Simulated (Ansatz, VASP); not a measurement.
## One calculation of Ba, two programs

```
CELL_PARAMETERS angstrom
-2.56001 2.56001 2.56001
2.56001 -2.56001 2.56001
2.56001 2.56001 -2.56001
ATOMIC_POSITIONS crystal
Ba 0.00000 0.00000 0.00000
```

Alike in both runs: functional revPBE; k mesh 9 × 9 × 9; occupations fermi-dirac, width 0.1 eV; no spin polarisation.

Ansatz relaxed the structure, and its values are those at the end. VASP's run is a single point on that final structure, the one shown.

|  | VASP | Ansatz |
| --- | --- | --- |
| version | VASP 6.6.1 | Ansatz 0.2.0 |
| potentials or method | VASP PAW PBE potentials, release 64 (Ba_sv), cutoff 520 eV | plane waves (420 eV) with PAW, scalar-relativistic |
| valence electrons in the cell | 10 | 10 |

|  | VASP | Ansatz | Ansatz less VASP |
| --- | --- | --- | --- |
| pressure (GPa) | 0.1 | 0.0 | -0.04 |

VASP's potentials were made for PBE, not for revPBE.

Neither program's run includes spin-orbit coupling.
